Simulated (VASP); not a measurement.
A run of VASP 6.6.1:

Contents of INCAR:

```
SYSTEM = PrAs3Au2
  PREC = Accurate
  ENCUT = 500
  EDIFF = 1E-6
  ISMEAR = 0
  SIGMA = 0.1
  LREAL = .False.
  LASPH = .True.
  NELM = 200
  ALGO = Normal
  ISIF = 2
  LWAVE = .False.
  LCHARG = .False.
  GGA = PE
  NBANDS = 33
  GGA_COMPAT = .False.
  LMAXMIX = 6
```

File KPOINTS:

```
regular mesh
0
Gamma
  4 4 2
  0 0 0
```

The input POSCAR:

```
PrAs3Au2
1.0
    4.2585455683      0.0000000000      0.0000000000
    0.0000000000      4.2585455683      0.0000000000
    0.0000000000      0.0000000000      7.6483373559
Pr As Au
1 3 2
Direct
    0.0000000000      0.0000000000      0.6103861716
    0.5000000000      0.0000000000      0.9853297477
    0.0000000000      0.5000000000      0.9853297477
    0.5000000000      0.5000000000      0.4348029227
    0.5000000000      0.5000000000      0.7676562332
    0.0000000000      0.0000000000      0.2164942170
```

Potentials or basis: VASP PAW PBE potentials, release 64 (Pr_3, As, Au), 4f in core.

Run with:

```bash
$ cat potpaw_PBE.64/Pr_3/POTCAR potpaw_PBE.64/As/POTCAR potpaw_PBE.64/Au/POTCAR > POTCAR
$ mpirun -np 1 vasp_std > vasp.out
```

Hardware: 1 thread of Intel(R) Xeon(R) 6975P-C (Granite Rapids), with other jobs on the host.

Problem. How long does it take, and how much memory?

Solution. Run time: 22 s on 1 thread of Intel(R) Xeon(R) 6975P-C (Granite Rapids) (shared host), peak memory 0.25 GiB. Counts: scf iterations 14, k points 12.
